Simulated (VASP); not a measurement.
A run of VASP 6.6.1 is set up as follows.

INCAR

```
PREC = Accurate
ENCUT = 600
EDIFF = 1E-7
ISMEAR = -1
SIGMA = 0.1
LREAL = False
LASPH = True
NELM = 60
ALGO = Normal
ISIF = 3
LWAVE = False
LCHARG = False
IBRION = 2
NSW = 80
EDIFFG = -0.01
```

KPOINTS

```
regular mesh
0
Gamma
  7 7 4
```

The input POSCAR:

```
Cs
1.0
    5.3854752340      0.0000000000      0.0000000000
   -2.6927376170      4.6639583641      0.0000000000
    0.0000000000      0.0000000000      8.7944810571
Cs
2
Direct
    0.3333333333      0.6666666667      0.2500000000
    0.6666666667      0.3333333333      0.7500000000
```

Potentials or basis: VASP PAW LDA potentials, release 64 (Cs_sv).

Command:

```bash
$ cat potpaw_LDA.64/Cs_sv/POTCAR > POTCAR
$ mpirun -np 1 vasp_std > vasp.out
```

(1) What does it give for the relaxed cell?

(2) Predict the relaxed volume.

(3) Estimate the band gap on the k mesh.

(4) Predict the space group after relaxing (to 0.1 Å).

Results:

(1) a = 5.137 Å, b = 5.137 Å, c = 8.406 Å, α = 90.00°, β = 90.00°, γ = 120.00°.

(2) 96.06 Å³/atom.

(3) zero (bands 9 and 10 overlap by 1.64 eV).

(4) P6_3/mmc (No. 194).

Caveat: spin-orbit coupling is left out, which moves the levels of the heavy elements.
